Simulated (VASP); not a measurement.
Input of a VASP 6.6.1 run:

POSCAR

```
Mo
1.0
    0.0000000000      1.9935526224      1.9935526224
    1.9935526224      0.0000000000      1.9935526224
    1.9935526224      1.9935526224      0.0000000000
Mo
1
Direct
    0.0000000000      0.0000000000      0.0000000000
```

INCAR.step1

```
ALGO = Normal
EDIFF = 1E-4
ENCUT = 520
GGA = PE
ISMEAR = 0
LASPH = True
LCHARG = False
LREAL = False
LWAVE = True
NBANDS = 13
NELM = 100
PREC = Accurate
SIGMA = 0.1
```

The input INCAR.step2:

```
ALGO = Normal
EDIFF = 1E-6
ENCUT = 520
ISIF = 2
ISMEAR = 0
ISTART = 1
LASPH = True
LCHARG = False
LMIXTAU = True
LREAL = False
LWAVE = False
METAGGA = R2SCAN
NBANDS = 13
NELM = 100
PREC = Accurate
SIGMA = 0.1
```

The input KPOINTS:

```
k-points
0
Gamma
  18 18 18
```

Potentials or basis: VASP PAW PBE potentials, release 64 (Mo_sv).

Launch:

```sh
$ cat potpaw_PBE.64/Mo_sv/POTCAR > POTCAR
$ cp INCAR.step1 INCAR
$ mpirun -np 1 vasp_std > vasp.out
$ cp INCAR.step2 INCAR
$ mpirun -np 1 vasp_std > vasp.out
```

(1) Estimate the pressure.

(2) Predict the band gap on the k mesh.

## Answers

(1) 1.0 GPa.

(2) zero (bands 7 and 8 overlap by 4.96 eV).

Caveat: the PAW data sets were made with another functional, which shifts forces and pressure a little.
